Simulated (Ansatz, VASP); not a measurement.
# Two plane-wave programs on BiTe3O

The input INCAR:

```
PREC = Accurate
ENCUT = 600
EDIFF = 1E-7
ISMEAR = 0
SIGMA = 0.1
LREAL = F
LASPH = T
NELM = 100
ALGO = Normal
ISIF = 3
LWAVE = F
LCHARG = F
GGA = PE
IBRION = 2
NSW = 90
EDIFFG = -0.04
```

File KPOINTS:

```
regular mesh
0
Gamma
  4 4 4
```

File POSCAR:

```
BiTe3O
1.0
    4.9137168500      0.0000000000      0.0000000000
    0.0000000000      4.9137168500      0.0000000000
    0.0000000000      0.0000000000      6.8152374600
Bi Te O
1 3 1
Direct
    0.5000000000      0.5000000000      0.5178132800
    0.0000000000      0.0000000000      0.3670943600
    0.5000000000      0.0000000000      0.7345255800
    0.0000000000      0.5000000000      0.7345255800
    0.0000000000      0.0000000000      0.9260337800
```

Input for Ansatz:

```yaml
crystal:
  lattice:
    - [4.91371685, 0.0, 0.0]
    - [0.0, 4.91371685, 0.0]
    - [0.0, 0.0, 6.81523746]
  atoms:
    - { symbol: Bi, position: [0.5, 0.5, 0.51781328] }
    - { symbol: Te, position: [0.0, 0.0, 0.36709436] }
    - { symbol: Te, position: [0.5, 0.0, 0.73452558] }
    - { symbol: Te, position: [0.0, 0.5, 0.73452558] }
    - { symbol: O, position: [0.0, 0.0, 0.92603378] }
basis:
  ecutwfc: 420
kpoints:
  mp_grid: { grid: [4, 4, 4] }
hamiltonian:
  xc: pbe
scf:
  occupations: { method: gaussian, width: 0.1 }
  lower_state_search: "off"
output:
  forces: true
  stress: true
  eigenvalues: true
relax:
  adjacent_minimum: "off"
  f_tol: 0.04
  max_steps: 70
  cell: { stress_tol: 0.4 }
```

Alike in both runs: task relaxation of cell and atoms; functional PBE; k mesh 4 × 4 × 4; occupations gaussian, width 0.1 eV; no spin polarisation.

```csv
,VASP,Ansatz
version,VASP 6.6.1,Ansatz 0.2.0
potentials or method,"VASP PAW PBE potentials, release 64 (Bi_d, Te, O), cutoff 600 eV","scalar-relativistic, plane waves, PAW"
valence electrons in the cell,39,69
```

Ansatz gave:

* gap on the k mesh at the Fermi level, each at its own relaxed structure (eV): none
* relaxed volume (Å³/atom): 28.43
* relaxed cell length with the largest relative difference (Å): 7.147

**Question.** What did VASP give for the same quantities?

**Answer.** gap on the k mesh at the Fermi level, each at its own relaxed structure (eV): none; relaxed volume (Å³/atom): 26.79; relaxed cell length with the largest relative difference (Å): 5.316.

A gap of «none» marks a metal or a gap that the smearing closes. One of these differences is far larger than is usual between the two programs; its cause wasn't traced. VASP's potentials hold 39 valence electrons a cell and Ansatz's 69, so a difference there can come from the potentials and not from the codes.

Neither program's run includes spin-orbit coupling. Noted on VASP's run: the volume moved by over 15 % at a fixed basis, so the end points are rough.
